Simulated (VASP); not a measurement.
A run of VASP 6.6.1 is set up as follows.

File INCAR:

```
SYSTEM = MgB2
ALGO = Normal
EDIFF = 1E-7
ENCUT = 520
GGA = PE
ISIF = 2
ISMEAR = -1
LASPH = .True.
LCHARG = .True.
LELF = .True.
LREAL = .False.
LVHAR = .True.
LWAVE = .False.
NBANDS = 11
NELM = 80
PREC = Accurate
SIGMA = 0.15
```

The input KPOINTS:

```
k-points
0
Gamma
  15 15 12
  0 0 0
```

POSCAR

```
MgB2
1.0
    3.0754729958      0.0000000000      0.0000000000
   -1.5377364979      2.6634377430      0.0000000000
    0.0000000000      0.0000000000      3.5258527703
Mg B
1 2
Direct
    0.0000000000      0.0000000000      0.0000000000
    0.3333333333      0.6666666667      0.5000000000
    0.6666666667      0.3333333333      0.5000000000
```

Potentials or basis: VASP PAW PBE potentials, release 64 (Mg, B).

The run is started by

```bash
$ cat potpaw_PBE.64/Mg/POTCAR potpaw_PBE.64/B/POTCAR > POTCAR
$ mpirun -np 1 vasp_std > vasp.out
```

Estimate the pressure.

-0.3 GPa.

Predict the band gap on the k mesh.

zero (band 4 reaches 7.08 eV, above the bottom of band 5 at 3.30 eV).

Stress tensor (GPa, compression positive):
```
-0.19  0.00  0.00
 0.00 -0.19  0.00
 0.00  0.00 -0.38
```
